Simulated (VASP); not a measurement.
# GaN: single point with PBE

GaN:

```
Ga N
1.0
     3.24067    0.00000    0.00000
    -1.62034    2.80651    0.00000
     0.00000    0.00000    4.95461
Ga N
2 2
Cartesian
  0.0000 1.8710 -0.0575
  1.6203 0.9355 2.4198
  0.0000 1.8710 1.9155
  1.6203 0.9355 4.3928
```

This cell differs from its parent crystal: strained.

- Program: VASP 6.6.1
- Task: single point
- Functional: PBE
- Potentials or basis: VASP PAW PBE potentials, release 64 (Ga_d, N)
- Cutoff: 520 eV
- k mesh: 12 × 12 × 6
- Occupations: gaussian, width 0.02 eV
- Spin: no spin polarisation

```json
{
 "Pressure": "7.6 GPa",
 "Largest force": "0.464 eV/Å",
 "Band gap on the k mesh": "1.79 eV, direct"
}
```

Forces on the atoms (eV/Å):
```
Ga   0.000  0.000  0.464
Ga   0.000  0.000  0.464
N    0.000  0.000 -0.464
N    0.000  0.000 -0.464
```

Stress tensor (GPa, compression positive):
```
 4.03  0.00  0.00
 0.00  4.03  0.00
 0.00  0.00 14.85
```

Levels at points of the mesh, in eV from the valence-band top:
```tsv
k point	band 14	band 15	band 16	band 17	band 18	band 19	band 20	band 21	band 22	band 23
(0.00, 0.00, 0.00)	-1.59	-1.59	-0.40	-0.40	0.00	1.79	3.30	9.15	9.15	9.53
(0.50, 0.00, 0.00)	-5.53	-4.30	-3.35	-2.24	-1.42	4.32	5.38	6.38	8.52	10.47
(0.00, 0.00, 0.50)	-3.65	-1.00	-1.00	-1.00	-1.00	3.87	3.87	8.45	8.45	9.64
(0.50, 0.00, 0.50)	-7.00	-2.46	-2.46	-1.73	-1.73	4.36	4.36	7.52	7.52	9.73
```

Run time: 31 s on 1 thread of Intel(R) Xeon(R) 6975P-C (Granite Rapids), on a shared host, peak memory 0.2 GiB.

Caveat: the cell differs from its parent crystal (strained).
